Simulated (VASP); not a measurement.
# Mg3TiF8 in VASP: single point with PBEsol+U

Aim: the single point of Mg3TiF8 with PBEsol+U.

Everything below comes from runs of VASP 6.6.1. Logs are shortened: lines on timing, memory, paths and dates and some standing lists are left out, and cuts for length are marked.

**1. The cell of the first run**

The typed cell holds 12 atoms: a = 4.623 Å, b = 4.623 Å, c = 6.104 Å, α = 90.00°, β = 90.00°, γ = 90.00°.

**2. Single point, PBEsol+U**

The input, INCAR:

```
SYSTEM = Mg3TiF8
ALGO     = Normal         ! electronic algorithm
EDIFF    = 1E-6           ! SCF threshold, eV
ENCUT    = 520            ! plane-wave cutoff, eV
GGA      = PS             ! functional
ISIF     = 2              ! what is computed and relaxed
ISMEAR   = 0              ! smearing method
LASPH    = .TRUE.         ! aspherical terms in the spheres
LCHARG   = .FALSE.        ! write CHGCAR
LDAU     = .TRUE.         ! DFT+U
LDAUJ    = 0 0 0        
LDAUL    = 2 -1 -1        ! shell
LDAUPRINT= 1            
LDAUTYPE = 2            
LDAUU    = 3 0 0          ! U, eV
LMAXMIX  = 4              ! l up to which the mixer works
LREAL    = .FALSE.        ! projectors in reciprocal space
LWAVE    = .FALSE.        ! write WAVECAR
NBANDS   = 49             ! bands
NELM     = 150            ! most SCF steps
PREC     = Accurate       ! precision mode
SIGMA    = 0.05           ! smearing width, eV
```

The input, KPOINTS:

```
k-points
0
G
  4 4 3
  0 0 0
```

The input, POSCAR:

```
Mg3TiF8
1.0
    4.6230000000      0.0000000000      0.0000000000
    0.0000000000      4.6230000000      0.0000000000
    0.0000000000      0.0000000000      6.1040000000
Ti Mg F
1 3 8
Direct
    0.0022904060      0.9986021622      0.0000117150
    0.0022753277      0.9986263351      0.5000118008
    0.5023541756      0.4986841777      0.2563454174
    0.5022184794      0.4985570792      0.7436920102
    0.3156439533      0.3127981608      0.0000442980
    0.3028725652      0.2998979541      0.4999809219
    0.2064261954      0.7949868291      0.2657073980
    0.2065448567      0.7951427214      0.7343706632
    0.6888564020      0.6844552599      0.9999857346
    0.7016588244      0.6972981135      0.5000485726
    0.7978939857      0.2019674669      0.2656356585
    0.7980246548      0.2021404058      0.7343251334
```

Potentials or basis: VASP PAW PBE potentials, release 64 (Ti_sv, Mg, F).

Started as:

```
$ cat potpaw_PBE.64/Ti_sv/POTCAR potpaw_PBE.64/Mg/POTCAR potpaw_PBE.64/F/POTCAR > POTCAR
$ mpirun -np 1 vasp_std > vasp.out
```

OUTCAR:

```text
SYSTEM = Mg3TiF8
   EDIFF = 1E-6
   ENCUT = 520
   GGA = PS
   ISIF = 2
   ISMEAR = 0
   LASPH = .TRUE.
   LREAL = .FALSE.
   NELM = 150
   PREC = Accurate

 ion  position               nearest neighbor table
   1  0.002  0.999  0.000-   5 2.05   9 2.05   8 2.10  11 2.10   7 2.10  12 2.10   2 3.05   2 3.05

   2  0.002  0.999  0.500-  12 1.96   7 1.96   8 1.96  11 1.96   6 1.97  10 1.97   1 3.05   1 3.05
                             3 3.59   4 3.59   3 3.59   4 3.59   3 3.59   4 3.59   3 3.59   4 3.59
   3  0.502  0.499  0.256-   7 1.94  11 1.94  10 1.98   6 1.98   9 1.98   5 1.98   4 2.97   4 3.13
                             2 3.59   2 3.59   2 3.59   2 3.59
   4  0.502  0.499  0.744-  12 1.94   8 1.94   6 1.98  10 1.98   5 1.98   9 1.98   3 2.97   3 3.13
                             2 3.59   2 3.59   2 3.59   2 3.59
   5  0.316  0.313  0.000-   4 1.98   3 1.98   1 2.05
   6  0.303  0.300  0.500-   2 1.97   4 1.98   3 1.98
   7  0.206  0.795  0.266-   3 1.94   2 1.96   1 2.10
   8  0.207  0.795  0.734-   4 1.94   2 1.96   1 2.10
   9  0.689  0.684  1.000-   3 1.98   4 1.98   1 2.05
  10  0.702  0.697  0.500-   2 1.97   3 1.98   4 1.98
  11  0.798  0.202  0.266-   3 1.94   2 1.96   1 2.10
  12  0.798  0.202  0.734-   4 1.94   2 1.96   1 2.10

  LATTYP: Found a simple tetragonal cell.
 ALAT       =     4.6230000000
 C/A-ratio  =     1.3203547480

  Lattice vectors:

 A1 = (   4.6230000000,   0.0000000000,   0.0000000000)
 A2 = (   0.0000000000,   4.6230000000,   0.0000000000)
 A3 = (   0.0000000000,   0.0000000000,   6.1040000000)

Analysis of symmetry for initial positions (statically):
=====================================================================
 Subroutine PRICEL returns:
 Original cell was already a primitive cell.

 Routine SETGRP: Setting up the symmetry group for a
 simple tetragonal supercell.

 Subroutine GETGRP returns: Found  1 space group operations
 (whereof  1 operations were pure point group operations)
 out of a pool of 16 trial point group operations.

The static configuration has the point symmetry C_1 .

Analysis of symmetry for dynamics (positions and initial velocities):
=====================================================================
 Subroutine PRICEL returns:
 Original cell was already a primitive cell.

 Routine SETGRP: Setting up the symmetry group for a
 simple tetragonal supercell.

 Subroutine GETGRP returns: Found  1 space group operations
 (whereof  1 operations were pure point group operations)
 out of a pool of 16 trial point group operations.

The dynamic configuration has the point symmetry C_1 .

 Subroutine INISYM returns: Found  1 space group operations
 (whereof  1 operations are pure point group operations),
 and found     1 'primitive' translations

----------------------------------------------------------------------------------------

                                     Primitive cell

  volume of cell :     130.4555

  direct lattice vectors                    reciprocal lattice vectors
     4.623000000  0.000000000  0.000000000     0.216309756  0.000000000  0.000000000
     0.000000000  4.623000000  0.000000000     0.000000000  0.216309756  0.000000000
     0.000000000  0.000000000  6.104000000     0.000000000  0.000000000  0.163826999

  length of vectors
     4.623000000  4.623000000  6.104000000     0.216309756  0.216309756  0.163826999

  position of ions in fractional coordinates (direct lattice)
     0.002290406  0.998602162  0.000011715
     0.002275328  0.998626335  0.500011801
     0.502354176  0.498684178  0.256345417
     0.502218479  0.498557079  0.743692010
     0.315643953  0.312798161  0.000044298
     0.302872565  0.299897954  0.499980922
     0.206426195  0.794986829  0.265707398
     0.206544857  0.795142721  0.734370663
     0.688856402  0.684455260  0.999985735
     0.701658824  0.697298113  0.500048573
[... 95 lines left out ...]
   ISIF   =      2    stress and relaxation
   ISYM   =      2    0-nonsym 1-usesym 2-fastsym
   POTIM  = 0.5000    time-step for ionic-motion
   TEBEG  =    0.0;   TEEND  =   0.0 temperature during run
   PSTRESS=    0.0 pullay stress
   NELECT =      74.0000    total number of electrons
   NUPDOWN=      -1.0000    fix difference up-down
   EMIN   =  10.00;   EMAX   =-10.00  energy-range for DOS
   EFERMI =   0.00;   METHOD = LEGACY
   ISMEAR =     0;   SIGMA  =   0.05  broadening in eV -4-tet -1-fermi 0-gaus
   EFERMI_NEDOS =   21; number of points for ismear=-14 and -15
   IALGO  =     38    algorithm
   IMIX   =      4    mixing-type and parameters
     AMIX     =   0.40;   BMIX     =  1.00
     AMIX_MAG =   1.60;   BMIX_MAG =  1.00
  volume/ion in A,a.u.               =      10.87        73.36
  Fermi-wavevector in a.u.,A,eV,Ry     =   1.355183  2.560925 24.987387  1.836521
  Thomas-Fermi vector in A             =   2.482292
   LORBIT       =      0    0 simple, 1 ext, 2 COOP (PROOUT), +10 PAW based schemes
 LDA+U is selected, type is set to LDAUTYPE =  2
   angular momentum for each species LDAUL =     2   -1   -1
   U (eV)           for each species LDAUU =   3.0  0.0  0.0
   J (eV)           for each species LDAUJ =   0.0  0.0  0.0
   GGA     = PS    functional components
   LHFCALC =     F    Hartree Fock is set to
   AEXX    =    0.0000 exact exchange contribution
   IVDW    =     0    specifies the selected vdW correction
   LEPSILON=     F    determine dielectric tensor
   LRPA    =     F    only Hartree local field effects (RPA)
 non-spin polarized calculation
 Gauss-broadening in eV      SIGMA  =   0.05
  energy-cutoff  :      520.00
  volume of cell :      130.46
 maximum number of plane-waves:      3535
 NGX is ok and might be reduce to    36
   NGX = 17   NGY = 17   NGZ = 23

atom =   1  type =  1  l = 2

 onsite density matrix

spin component  1

  0.3293  0.0003  0.3411  0.0003 -0.0004
  0.0003  0.0473  0.0004 -0.0242  0.0000
  0.3411  0.0004  0.5827  0.0003 -0.0003
  0.0003 -0.0242  0.0003  0.0475 -0.0000
 -0.0004  0.0000 -0.0003 -0.0000  0.0205

spin component  2

  0.3293  0.0003  0.3411  0.0003 -0.0004
  0.0003  0.0473  0.0004 -0.0242  0.0000
  0.3411  0.0004  0.5827  0.0003 -0.0003
  0.0003 -0.0242  0.0003  0.0475 -0.0000
 -0.0004  0.0000 -0.0003 -0.0000  0.0205

 occupancies and eigenvectors

  o =  0.0205  v = -0.0020 -0.0016  0.0007 -0.0022 -1.0000  0.0000  0.0000  0.0000  0.0000  0.0000      0.0000  0.0000  0.0000  0.0000  0.0000  0.0000  0.0000  0.0000  0.0000  0.0000
  o =  0.0205  v =  0.0000  0.0000  0.0000  0.0000  0.0000 -0.0020 -0.0016  0.0007 -0.0022 -1.0000      0.0000  0.0000  0.0000  0.0000  0.0000  0.0000  0.0000  0.0000  0.0000  0.0000
  o =  0.0232  v = -0.0007  0.7086 -0.0006  0.7057 -0.0027  0.0000  0.0000  0.0000  0.0000  0.0000      0.0000  0.0000  0.0000  0.0000  0.0000  0.0000  0.0000  0.0000  0.0000  0.0000
  o =  0.0232  v =  0.0000  0.0000  0.0000  0.0000  0.0000 -0.0007  0.7086 -0.0006  0.7057 -0.0027      0.0000  0.0000  0.0000  0.0000  0.0000  0.0000  0.0000  0.0000  0.0000  0.0000
  o =  0.0716  v = -0.0010 -0.7057  0.0008  0.7086 -0.0004  0.0000  0.0000  0.0000  0.0000  0.0000      0.0000  0.0000  0.0000  0.0000  0.0000  0.0000  0.0000  0.0000  0.0000  0.0000
  o =  0.0716  v =  0.0000  0.0000  0.0000  0.0000  0.0000 -0.0010 -0.7057  0.0008  0.7086 -0.0004      0.0000  0.0000  0.0000  0.0000  0.0000  0.0000  0.0000  0.0000  0.0000  0.0000
  o =  0.0921  v =  0.0000  0.0000  0.0000  0.0000  0.0000 -0.8210  0.0008  0.5709 -0.0011  0.0020      0.0000  0.0000  0.0000  0.0000  0.0000  0.0000  0.0000  0.0000  0.0000  0.0000
  o =  0.0921  v = -0.8210  0.0008  0.5709 -0.0011  0.0020  0.0000  0.0000  0.0000  0.0000  0.0000      0.0000  0.0000  0.0000  0.0000  0.0000  0.0000  0.0000  0.0000  0.0000  0.0000
  o =  0.8199  v =  0.0000  0.0000  0.0000  0.0000  0.0000 -0.5709 -0.0007 -0.8210 -0.0006  0.0006      0.0000  0.0000  0.0000  0.0000  0.0000  0.0000  0.0000  0.0000  0.0000  0.0000
  o =  0.8199  v = -0.5709 -0.0007 -0.8210 -0.0006  0.0006  0.0000  0.0000  0.0000  0.0000  0.0000      0.0000  0.0000  0.0000  0.0000  0.0000  0.0000  0.0000  0.0000  0.0000  0.0000

 number of electron      73.9999974 magnetization

 Free energy of the ion-electron system (eV)
  ---------------------------------------------------
  ext. energy  EPLUGINS =         0.00000000
  ---------------------------------------------------
  free energy    TOTEN  =       -66.36619497 eV

  energy without entropy =      -66.36619316  energy(sigma->0) =      -66.36619407

 E-fermi :   6.3984     XC(G=0): -10.3108

 val. band max:        6.2588344274   @ k =   0.5000   0.5000   0.3333
 cond. band min:       6.5262109621   @ k =   0.0000   0.0000   0.0000
 fundamental gap:      0.2673765346
 Fermi energy:         6.3983604908

 k-point     1 :       0.0000    0.0000    0.0000
  band No.  band energies     occupation
      1     -51.6749      2.00000
      2     -29.2732      2.00000
      3     -27.8747      2.00000
      4     -27.4258      2.00000
      5     -21.5061      2.00000
      6     -20.9939      2.00000
[... 1237 lines left out ...]
     48      13.6756      0.00000
     49      13.7534      0.00000

 [... further k-points ...]

------------------------ aborting loop because EDIFF is reached ----------------------------------------

  FORCE on cell =-STRESS in cart. coord.  units (eV):
  Direction    XX          YY          ZZ          XY          YZ          ZX
  --------------------------------------------------------------------------------------
  -------------------------------------------------------------------------------------
  Total        3.7026105      3.7158294      7.2870145     -0.3252620      0.0020329     -0.0068749
  in kB       45.4732820     45.6356290     89.4948205     -3.9946768      0.0249673     -0.0844336
  external PRESSURE =      60.2012439 kB  Pullay stress =       0.0000000 kB

 VOLUME and BASIS-vectors are now :
 -----------------------------------------------------------------------------
  energy-cutoff  :      520.00
  volume of cell :      130.46
      direct lattice vectors                 reciprocal lattice vectors
     4.623000000  0.000000000  0.000000000     0.216309756  0.000000000  0.000000000
     0.000000000  4.623000000  0.000000000     0.000000000  0.216309756  0.000000000
     0.000000000  0.000000000  6.104000000     0.000000000  0.000000000  0.163826999

 POSITION                                       TOTAL-FORCE (eV/Angst)
 -----------------------------------------------------------------------------------
      0.01059      4.61654      0.00007        -0.000820      0.000784     -0.000233
      0.01052      4.61665      3.05207        -0.000961     -0.000961     -0.000063
      2.32238      2.30542      1.56473        -0.002136     -0.002189      0.050613
      2.32176      2.30483      4.53950         0.000316      0.001396     -0.051086
      1.45922      1.44607      0.00027        -0.452075     -0.454474     -0.000417
      1.40018      1.38643      3.05188         0.004563      0.004604      0.000284
      0.95431      3.67522      1.62188         0.030861     -0.029445      0.222157
      0.95486      3.67594      4.48260         0.031438     -0.031492     -0.225083
      3.18458      3.16424      6.10391         0.453122      0.453865      0.000520
      3.24377      3.22361      3.05230        -0.003928     -0.004304     -0.000186
      3.68866      0.93370      1.62144        -0.030496      0.032231      0.225442
      3.68927      0.93450      4.48232        -0.029884      0.029987     -0.221948
 -----------------------------------------------------------------------------------
    total drift:                                0.001520     -0.000885     -0.000049

  FREE ENERGIE OF THE ION-ELECTRON SYSTEM (eV)
  ---------------------------------------------------
  free  energy   TOTEN  =       -66.3661949736 eV

  energy  without entropy=      -66.3661931598  energy(sigma->0) =      -66.36619407
```

Run time: 2.6 min. Hardware: 1 thread of Intel Xeon Platinum 8259CL at 2.50GHz (Skylake/Cascade Lake), shared host; peak memory 0.3 GiB.

Results:

* Free energy: -66.3662 eV
* Pressure: 6.0 GPa
* Largest force: 0.641 eV/Å
* Band gap on the k mesh: 0.27 eV (least direct gap 0.51 eV)

Forces in eV/Å, atoms in the order of the input:
```
Ti  -0.001  0.001  0.000
Mg  -0.001 -0.001  0.000
Mg  -0.002 -0.002  0.051
Mg   0.000  0.001 -0.051
F   -0.452 -0.454  0.000
F    0.005  0.005  0.000
F    0.031 -0.029  0.222
F    0.031 -0.031 -0.225
F    0.453  0.454  0.001
F   -0.004 -0.004  0.000
F   -0.030  0.032  0.225
F   -0.030  0.030 -0.222
```

Levels at points of the mesh, in eV from the valence-band top:
| k point | band 34 | band 35 | band 36 | band 37 | band 38 | band 39 | band 40 | band 41 |
| --- | --- | --- | --- | --- | --- | --- | --- | --- |
| (0.00, 0.00, 0.00) | -7.31 | -7.24 | -6.95 | -0.25 | 0.27 | 1.06 | 1.28 | 2.37 |
| (0.50, 0.00, 0.00) | -7.61 | -7.35 | -7.28 | -0.07 | 1.01 | 1.23 | 2.34 | 2.58 |
| (0.00, 0.50, 0.00) | -7.62 | -7.35 | -7.28 | -0.07 | 1.01 | 1.23 | 2.34 | 2.58 |
| (0.50, 0.50, 0.00) | -7.53 | -7.46 | -7.34 | -0.04 | 1.05 | 1.34 | 2.07 | 3.52 |

Eigenvalues of the final occupation matrices:
```csv
site,spin,trace,eigenvalues
site 1 d,1,1.03,0.02 0.02 0.07 0.09 0.82
site 1 d,2,1.03,0.02 0.02 0.07 0.09 0.82
```

Caveat: the cell stands under pressure; the PAW data sets were made with another functional, which shifts forces and pressure a little; an odd mesh through Γ misses points on the zone boundary, where band edges can lie.
